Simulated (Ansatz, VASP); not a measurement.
# WS: VASP beside Ansatz

```
CELL_PARAMETERS angstrom
3.00789 0.00000 0.00000
0.00000 3.00789 0.00000
0.00000 0.00000 3.00789
ATOMIC_POSITIONS crystal
W 0.50000 0.50000 0.50000
S 0.00000 0.00000 0.00000
```

Alike in both runs: functional PBE; k mesh 5 × 5 × 5; occupations fermi-dirac, width 0.05 eV; no spin polarisation.

```csv
,VASP,Ansatz
version,VASP 6.6.1,Ansatz 0.2.0
potentials or method,"VASP PAW PBE potentials, release 64 (W_sv, S)",Ansatz PAW
plane-wave cutoff (eV),520,420
valence electrons in the cell,20,20
task,single point,projected density of states
```

```csv
,VASP,Ansatz,Ansatz less VASP
gap on the k mesh at the Fermi level (eV),none,none,-
pressure (GPa),0.6,0.2,-0.37
```

A gap of «none» marks a metal or a gap that the smearing closes. The functional is the same, so the differences come from potentials, cutoffs and numerics.

The k mesh is coarse, so the values compare programs but aren't converged. Spin-orbit coupling is off throughout.
